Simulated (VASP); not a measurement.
# H3C2N in VASP: notebook

Runs on H3C2N. Level: PBEsol. Tasks: single point.

Program: VASP 6.6.1. These are calculated values, not measurements. Logs are shortened: lines on timing, memory, paths and dates and some standing lists are left out, and cuts for length are marked.

## 1. The cell of the first run

The cell holds a disordered packing, 36 atoms: a = 8.788 Å, b = 8.788 Å, c = 8.788 Å, α = 90.00°, β = 90.00°, γ = 90.00°.

## 2. Single point, PBEsol

INCAR

```
SYSTEM = H3C2N
PREC     = Accurate       ! precision mode
ENCUT    = 520            ! plane-wave cutoff, eV
EDIFF    = 1E-6           ! SCF threshold, eV
ISMEAR   = -1             ! smearing method
SIGMA    = 0.02           ! smearing width, eV
LREAL    = Auto         
LASPH    = .True.         ! aspherical terms in the spheres
NELM     = 120            ! most SCF steps
ALGO     = Normal         ! electronic algorithm
ISIF     = 2              ! what is computed and relaxed
LWAVE    = .False.        ! write WAVECAR
LCHARG   = .True.         ! write CHGCAR
GGA      = PS             ! functional
LELF     = .True.         ! ELF
LVHAR    = .True.       
NBANDS   = 72             ! bands
GGA_COMPAT= .False.
```

KPOINTS

```
Automatic mesh
0
Gamma
  1 1 1
  0 0 0
```

POSCAR

```
H3C2N
1.0
    8.7876200000      0.0000000000      0.0000000000
    0.0000000000      8.7876200000      0.0000000000
    0.0000000000      0.0000000000      8.7876200000
C N H
12 6 18
Direct
    1.0924914823      0.3697815791      0.5784501378
    0.9754632085      0.4230610791      0.7072677244
    0.4722666661      0.0551799008      0.4242900808
    0.4447620630      0.1623078831      0.3112674422
    0.6554903375      0.8953505045      0.9738131599
    0.5157027728      0.8872595765      0.8928014639
    0.2384490909      0.6395133153      0.9462402789
    0.1359526243      0.7399045475      1.0329986959
    0.9566981731      0.7266358809      0.4909406643
    0.8788045000      0.8723181021      0.5072704555
    0.5496027366      0.4102475983      0.9035097103
    0.4817345311      0.3431304494      0.7524449168
    0.9129661956      0.4384122208      0.8280399016
    0.3865893154      0.2680703080      0.2468586489
    0.4270894736      0.8638516458      0.7950275501
    0.0408984458      0.8048254249      1.0968954051
    0.8325917598      0.9967317658      0.4946276694
    0.3921881010      0.3207011682      0.6663010007
    1.0245891379      0.3487861332      0.4745198359
    1.1791588621      0.4479142248      0.5281179660
    1.1395007977      0.2607759553      0.5985124527
    0.6056930090      0.0301105419      0.4217296606
    0.4652909434      0.1155375403      0.5275603633
    0.4183043873     -0.0602210838      0.4452741470
    0.6963318851      0.7800064181      0.9927830289
    0.7417594297      0.9640949427      0.9065025570
    0.6409243914      0.9424508570      1.0856409358
    0.1790814805      0.5981824430      0.8494905333
    0.3595512778      0.6891968474      0.9254610463
    0.2673306310      0.5345474656      1.0217328469
    1.0736695488      0.7254068792      0.4361021528
    0.9771701553      0.6826421716      0.6034853578
    0.9013817166      0.6666765290      0.3917556745
    0.4905196174      0.3274948166      0.9933975297
    0.6791486204      0.4317096097      0.9112251099
    0.5013530398      0.5272986315      0.9053190739
```

Potentials or basis: VASP PAW PBE potentials, release 64 (C, N, H).

Launch:

```bash
$ cat potpaw_PBE.64/C/POTCAR potpaw_PBE.64/N/POTCAR potpaw_PBE.64/H/POTCAR > POTCAR
$ mpirun -np 1 vasp_gam > vasp.out
```

OUTCAR:

```text
SYSTEM = H3C2N
   PREC = Accurate
   ENCUT = 520
   EDIFF = 1E-6
   ISMEAR = -1
   LREAL = Auto
   LASPH = .True.
   NELM = 120
   ISIF = 2
   GGA = PS

 ion  position               nearest neighbor table
   1  0.092  0.370  0.578-  21 1.06  19 1.11  20 1.12   2 1.60
   2  0.975  0.423  0.707-  13 1.20   1 1.60
   3  0.472  0.055  0.424-  23 1.05  24 1.13  22 1.19   4 1.39
   4  0.445  0.162  0.311-  14 1.20   3 1.39
   5  0.655  0.895  0.974-  27 1.07  25 1.09  26 1.14   6 1.42
   6  0.516  0.887  0.893-  15 1.18   5 1.42
   7  0.238  0.640  0.946-  28 1.06  30 1.16  29 1.16   8 1.47
   8  0.136  0.740  0.033-  16 1.16   7 1.47
   9  0.957  0.727  0.491-  32 1.08  33 1.13  31 1.14  10 1.46
  10  0.879  0.872  0.507-  17 1.17   9 1.46
  11  0.550  0.410  0.904-  36 1.11  35 1.16  34 1.19  12 1.57
  12  0.482  0.343  0.752-  18 1.11  11 1.57
  13  0.913  0.438  0.828-   2 1.20
  14  0.387  0.268  0.247-   4 1.20
  15  0.427  0.864  0.795-   6 1.18
  16  0.041  0.805  0.097-   8 1.16
  17  0.833  0.997  0.495-  10 1.17
  18  0.392  0.321  0.666-  12 1.11
[... 16 lines left out ...]
  35  0.679  0.432  0.911-  11 1.16
  36  0.501  0.527  0.905-  11 1.11

  LATTYP: Found a simple cubic cell.
 ALAT       =     8.7876200000

  Lattice vectors:

 A1 = (   8.7876200000,   0.0000000000,   0.0000000000)
 A2 = (   0.0000000000,   8.7876200000,   0.0000000000)
 A3 = (   0.0000000000,   0.0000000000,   8.7876200000)

Analysis of symmetry for initial positions (statically):
=====================================================================
 Subroutine PRICEL returns:
 Original cell was already a primitive cell.

 Routine SETGRP: Setting up the symmetry group for a
 simple cubic supercell.

 Subroutine GETGRP returns: Found  1 space group operations
 (whereof  1 operations were pure point group operations)
 out of a pool of 48 trial point group operations.

The static configuration has the point symmetry C_1 .

Analysis of symmetry for dynamics (positions and initial velocities):
=====================================================================
 Subroutine PRICEL returns:
 Original cell was already a primitive cell.

 Routine SETGRP: Setting up the symmetry group for a
 simple cubic supercell.

 Subroutine GETGRP returns: Found  1 space group operations
 (whereof  1 operations were pure point group operations)
 out of a pool of 48 trial point group operations.

The dynamic configuration has the point symmetry C_1 .

 Subroutine INISYM returns: Found  1 space group operations
 (whereof  1 operations are pure point group operations),
 and found     1 'primitive' translations

----------------------------------------------------------------------------------------

                                     Primitive cell

  volume of cell :     678.5999

  direct lattice vectors                    reciprocal lattice vectors
     8.787620000  0.000000000  0.000000000     0.113796455  0.000000000  0.000000000
     0.000000000  8.787620000  0.000000000     0.000000000  0.113796455  0.000000000
     0.000000000  0.000000000  8.787620000     0.000000000  0.000000000  0.113796455

  length of vectors
     8.787620000  8.787620000  8.787620000     0.113796455  0.113796455  0.113796455

  position of ions in fractional coordinates (direct lattice)
     0.092491482  0.369781579  0.578450138
     0.975463209  0.423061079  0.707267724
     0.472266666  0.055179901  0.424290081
     0.444762063  0.162307883  0.311267442
     0.655490337  0.895350505  0.973813160
     0.515702773  0.887259576  0.892801464
[... 28 lines left out ...]
     0.679148620  0.431709610  0.911225110
     0.501353040  0.527298632  0.905319074

  ion indices of the primitive-cell ions
   primitive index   ion index
                 1           1
                 2           2
                 3           3
                 4           4
                 5           5
                 6           6
[... 28 lines left out ...]
                35          35
                36          36

----------------------------------------------------------------------------------------

 KPOINTS: Automatic mesh

Automatic generation of k-mesh.
 Grid dimensions read from file:
 generate k-points for:    1    1    1

 Generating k-lattice:

  Cartesian coordinates                     Fractional coordinates (reciprocal lattice)
     0.113796455  0.000000000  0.000000000     1.000000000  0.000000000  0.000000000
     0.000000000  0.113796455  0.000000000     0.000000000  1.000000000  0.000000000
     0.000000000  0.000000000  0.113796455     0.000000000  0.000000000  1.000000000

  Length of vectors
     0.113796455  0.113796455  0.113796455

  Shift w.r.t. Gamma in fractional coordinates (k-lattice)
     0.000000000  0.000000000  0.000000000

 Subroutine IBZKPT returns following result:
 ===========================================

 Found      1 irreducible k-points:

 Following reciprocal coordinates:
            Coordinates               Weight
  0.000000  0.000000  0.000000      1.000000
   k-points           NKPTS =      1   k-points in BZ     NKDIM =      1   number of bands    NBANDS=     72
   number of dos      NEDOS =    301   number of ions     NIONS =     36
   total plane-waves  NPLWV = 343000
   dimension x,y,z NGX =    70 NGY =   70 NGZ =   70
   dimension x,y,z NGXF=   140 NGYF=  140 NGZF=  140
   ions per type =              12   6  18
   NGX,Y,Z   is equivalent  to a cutoff of  13.24, 13.24, 13.24 a.u.
   NGXF,Y,Z  is equivalent  to a cutoff of  26.49, 26.49, 26.49 a.u.
 SYSTEM =  H3C2N
   PREC   = accura    normal or accurate (medium, high low for compatibility)
   ISTART =      0    job   : 0-new  1-cont  2-samecut
   ICHARG =      2    charge: 1-file 2-atom 10-const
   ISPIN  =      1    spin polarized calculation?
   LNONCOLLINEAR =      F non collinear calculations
   LSORBIT =      F    spin-orbit coupling
   LASPH  =      T    aspherical Exc in radial PAW
   ENCUT  =  520.0 eV  38.22 Ry    6.18 a.u.  16.34 16.34 16.34*2*pi/ulx,y,z
   NELM   =    120;   NELMIN=  2; NELMDL= -5     # of ELM steps
   EDIFF  = 0.1E-05   stopping-criterion for ELM
   LREAL  =      T    real-space projection
   EDIFFG = 0.1E-04   stopping-criterion for IOM
   NSW    =      0    number of steps for IOM
   IBRION =     -1    ionic relax: 0-MD 1-quasi-New 2-CG
   NFREE  =      0    steps in history (QN), initial steepest desc. (CG)
   ISIF   =      2    stress and relaxation
   ISYM   =      2    0-nonsym 1-usesym 2-fastsym
   POTIM  = 0.5000    time-step for ionic-motion
   TEBEG  =    0.0;   TEEND  =   0.0 temperature during run
   PSTRESS=    0.0 pullay stress
   NELECT =      96.0000    total number of electrons
   NUPDOWN=      -1.0000    fix difference up-down
   EMIN   =  10.00;   EMAX   =-10.00  energy-range for DOS
   EFERMI =   0.00;   METHOD = LEGACY
   ISMEAR =    -1;   SIGMA  =   0.02  broadening in eV -4-tet -1-fermi 0-gaus
   EFERMI_NEDOS =   21; number of points for ismear=-14 and -15
   IALGO  =     38    algorithm
   IMIX   =      4    mixing-type and parameters
     AMIX     =   0.40;   BMIX     =  1.00
     AMIX_MAG =   1.60;   BMIX_MAG =  1.00
  volume/ion in A,a.u.               =      18.85       127.21
  Fermi-wavevector in a.u.,A,eV,Ry     =   0.853023  1.611979  9.900251  0.727648
  Thomas-Fermi vector in A             =   1.969401
   LORBIT       =      0    0 simple, 1 ext, 2 COOP (PROOUT), +10 PAW based schemes
   GGA     = PS    functional components
   LHFCALC =     F    Hartree Fock is set to
   AEXX    =    0.0000 exact exchange contribution
   IVDW    =     0    specifies the selected vdW correction
   LEPSILON=     F    determine dielectric tensor
   LRPA    =     F    only Hartree local field effects (RPA)
 non-spin polarized calculation
  energy-cutoff  :      520.00
  volume of cell :      678.60
 maximum number of plane-waves:      9139
 NGX is ok and might be reduce to    70
   NGX = 33   NGY = 33   NGZ = 33

 number of electron      95.9999998 magnetization

 Free energy of the ion-electron system (eV)
  ---------------------------------------------------
  ext. energy  EPLUGINS =         0.00000000
  ---------------------------------------------------
  free energy    TOTEN  =      -221.11305758 eV

  energy without entropy =     -221.11305758  energy(sigma->0) =     -221.11305758

 E-fermi :  -4.3083     XC(G=0):  -5.1999

 val. band max:       -4.8317836845   @ k =   0.0000   0.0000   0.0000
 cond. band min:       0.4771704347   @ k =   0.0000   0.0000   0.0000
 fundamental gap:      5.3089541192
 Fermi energy:        -4.3082512641

 k-point     1 :       0.0000    0.0000    0.0000
  band No.  band energies     occupation
      1     -20.7602      2.00000
      2     -20.5507      2.00000
      3     -20.3703      2.00000
      4     -20.1764      2.00000
      5     -20.1481      2.00000
      6     -19.7269      2.00000
[... 52 lines left out ...]
     59       2.1459      0.00000
     60       2.1787      0.00000
 [bands above 60 left out]

------------------------ aborting loop because EDIFF is reached ----------------------------------------

  FORCE on cell =-STRESS in cart. coord.  units (eV):
  Direction    XX          YY          ZZ          XY          YZ          ZX
  --------------------------------------------------------------------------------------
  -------------------------------------------------------------------------------------
  Total       -5.2663080     -3.4852598     -4.3093831      1.5822742      1.0094172     10.3603722
  in kB      -12.4337759     -8.2287133    -10.1744720      3.7357561      2.3832384     24.4608832
  external PRESSURE =     -10.2789871 kB  Pullay stress =       0.0000000 kB

 VOLUME and BASIS-vectors are now :
 -----------------------------------------------------------------------------
  energy-cutoff  :      520.00
  volume of cell :      678.60
      direct lattice vectors                 reciprocal lattice vectors
     8.787620000  0.000000000  0.000000000     0.113796455  0.000000000  0.000000000
     0.000000000  8.787620000  0.000000000     0.000000000  0.113796455  0.000000000
     0.000000000  0.000000000  8.787620000     0.000000000  0.000000000  0.113796455

 POSITION                                       TOTAL-FORCE (eV/Angst)
 -----------------------------------------------------------------------------------
      0.81278      3.24950      5.08320        -3.202251      1.895842     -0.347823
      8.57200      3.71770      6.21520         1.606433     -0.974885      1.278047
      4.15010      0.48490      3.72850         3.727293     -2.943910      0.378108
      3.90840      1.42630      2.73530        -3.624543      3.327227     -2.168037
      5.76020      7.86800      8.55750         0.825402      0.583919     -0.192224
      4.53180      7.79690      7.84560        -0.561030     -0.322526     -2.398277
[... 28 lines left out ...]
      5.96810      3.79370      8.00750        -1.366626     -1.061076     -0.267714
      4.40570      4.63370      7.95560        -0.161018     -0.533644      0.210440
 -----------------------------------------------------------------------------------
    total drift:                                0.007527      0.019442     -0.020958

  FREE ENERGIE OF THE ION-ELECTRON SYSTEM (eV)
  ---------------------------------------------------
  free  energy   TOTEN  =      -221.1130575776 eV

  energy  without entropy=     -221.1130575776  energy(sigma->0) =     -221.11305758
```

Wall time 4 min (1 thread of AMD EPYC 7R43 (Zen 3), shared host); peak memory 0.64 GiB.

What came out:

```
Free energy            : -221.1131 eV
Pressure               : -1.0 GPa
Largest force          : 10.621 eV/Å
Band gap on the k mesh : 5.31 eV
```

Forces in eV/Å, atoms in the order of the input:
```
C   -3.202  1.896 -0.348
C    1.606 -0.975  1.278
C    3.727 -2.944  0.378
C   -3.625  3.327 -2.168
C    0.825  0.584 -0.192
C   -0.561 -0.323 -2.398
C    1.931 -0.289  3.016
C    1.191 -1.350 -1.122
C    0.454  0.591 -1.719
C    1.186  0.687 -1.196
C   -0.716 -1.574 -1.045
C    6.254  3.279  7.934
N    1.345 -0.089 -3.451
N    2.003 -2.470  0.848
N    0.524  0.710  1.036
N   -0.641  0.676  0.618
N   -0.152 -0.684  0.504
N   -4.733 -1.982 -5.705
H   -0.527  0.005  0.098
H   -0.293  0.100  1.260
H    0.631 -0.990  1.010
H   -1.727  0.117  0.086
H   -0.381  0.927  1.718
H   -0.094  1.083 -0.971
H    0.413 -0.421 -0.112
H   -0.616 -0.569  0.592
H    0.029  0.621  0.800
H   -0.311 -0.293 -1.264
H   -2.193 -0.353 -0.120
H   -0.725  1.082 -0.712
H   -0.540  1.185  0.521
H   -0.532 -1.199  0.424
H   -0.349 -0.457  1.365
H    1.326  1.689 -0.904
H   -1.367 -1.061 -0.268
H   -0.161 -0.534  0.210
```

Caveat: the k points lie up to 0.72 Å⁻¹ apart; the atoms stand as in a frame of molecular dynamics; the PAW data sets were made with another functional, which shifts forces and pressure a little.

(Continued in part 2 of 2.)
